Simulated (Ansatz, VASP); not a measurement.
Two plane-wave programs on Al2O3

Contents of INCAR:

```
PREC     = Accurate       # precision mode
ENCUT    = 520            # plane-wave cutoff, eV
EDIFF    = 1E-8           # SCF threshold, eV
ISMEAR   = 1              # smearing method
SIGMA    = 0.025          # smearing width, eV
LREAL    = F              # projectors in reciprocal space
LASPH    = T              # aspherical terms in the spheres
NELM     = 120            # most SCF steps
ALGO     = Normal         # electronic algorithm
ISIF     = 2              # what is computed and relaxed
LWAVE    = F              # write WAVECAR
LCHARG   = F              # write CHGCAR
GGA      = PE             # functional
LEFG     = T            
NBANDS   = 64             # bands
GGA_COMPAT= F
```

File KPOINTS:

```
regular mesh
0
Gamma
  3 5 5
```

File POSCAR:

```
Al2O3
1.0
    7.0899410000      0.0000000000      0.0000000000
    0.0000000000      4.8469330000      0.0000000000
    0.0000000000      0.0000000000      4.9854040000
Al O
8 12
Direct
    0.3903950000      0.2521520000      0.0305140000
    0.6096050000      0.2521520000      0.4694860000
    0.1096050000      0.2478480000      0.5305140000
    0.8903950000      0.2478480000      0.9694860000
    0.6096050000      0.7478480000      0.9694860000
    0.3903950000      0.7478480000      0.5305140000
    0.8903950000      0.7521520000      0.4694860000
    0.1096050000      0.7521520000      0.0305140000
    0.6540020000      0.1070210000      0.1019760000
    0.3459980000      0.1070210000      0.3980240000
    0.8459980000      0.3929790000      0.6019760000
    0.1540020000      0.3929790000      0.8980240000
    0.3459980000      0.8929790000      0.8980240000
    0.6540020000      0.8929790000      0.6019760000
    0.1540020000      0.6070210000      0.3980240000
    0.8459980000      0.6070210000      0.1019760000
    0.0000000000      0.0494040000      0.2500000000
    0.5000000000      0.4505960000      0.7500000000
    0.0000000000      0.9505960000      0.7500000000
    0.5000000000      0.5494040000      0.2500000000
```

Input for Ansatz:

```yaml
crystal:
  lattice:
    - [7.089941, 0.0, 0.0]
    - [0.0, 4.846933, 0.0]
    - [0.0, 0.0, 4.985404]
  atoms:
    - { symbol: Al, position: [0.390395, 0.252152, 0.030514] }
    - { symbol: Al, position: [0.609605, 0.252152, 0.469486] }
    - { symbol: Al, position: [0.109605, 0.247848, 0.530514] }
    - { symbol: Al, position: [0.890395, 0.247848, 0.969486] }
    - { symbol: Al, position: [0.609605, 0.747848, 0.969486] }
    - { symbol: Al, position: [0.390395, 0.747848, 0.530514] }
    - { symbol: Al, position: [0.890395, 0.752152, 0.469486] }
    - { symbol: Al, position: [0.109605, 0.752152, 0.030514] }
    - { symbol: O, position: [0.654002, 0.107021, 0.101976] }
    - { symbol: O, position: [0.345998, 0.107021, 0.398024] }
    - { symbol: O, position: [0.845998, 0.392979, 0.601976] }
    - { symbol: O, position: [0.154002, 0.392979, 0.898024] }
    - { symbol: O, position: [0.345998, 0.892979, 0.898024] }
    - { symbol: O, position: [0.654002, 0.892979, 0.601976] }
    - { symbol: O, position: [0.154002, 0.607021, 0.398024] }
    - { symbol: O, position: [0.845998, 0.607021, 0.101976] }
    - { symbol: O, position: [0.0, 0.049404, 0.25] }
    - { symbol: O, position: [0.5, 0.450596, 0.75] }
    - { symbol: O, position: [0.0, 0.950596, 0.75] }
    - { symbol: O, position: [0.5, 0.549404, 0.25] }
kpoints:
  mp_grid: { grid: [3, 5, 5] }
scf:
  occupations: { method: methfessel_paxton, width: 0.025 }
  lower_state_search: light
hamiltonian:
  xc: pbe
  pseudopotentials: { kind: paw, frozen_core: stored }
output:
  forces: true
  stress: true
  populations: true
  efg: { quadrupole_moments_barn: { Al: 0.1466, O: -0.02558 } }
  write_density: true
  write_potential: true
  elf: true
  volumetric_format: npy
```

Alike in both runs: task electric field gradients; functional PBE; k mesh 3 × 5 × 5; occupations methfessel-paxton of order 1, width 0.025 eV; no spin polarisation.

```csv
,VASP,Ansatz
version,VASP 6.6.1,Ansatz 0.2.0
potentials or method,"VASP PAW PBE potentials, release 64 (Al, O)","plane-wave PAW, scalar-relativistic"
plane-wave cutoff (eV),520,420
valence electrons in the cell,96,96
```

|  | VASP | Ansatz | Ansatz less VASP |
| --- | --- | --- | --- |
| gap on the k mesh at the Fermi level (eV) | 5.31 | 5.32 | +0.006 |
| pressure (GPa) | 0.0 | 0.2 | +0.16 |
| rms of the force components (eV/Å) | 0.002 | 0.003 | +0.0012 |
| size of Vzz on the site where it differs most (V/Å²) | 38.7 | 40.4 | +1.65 |

Atom by atom the forces differ by 0.003 eV/Å (rms over components).
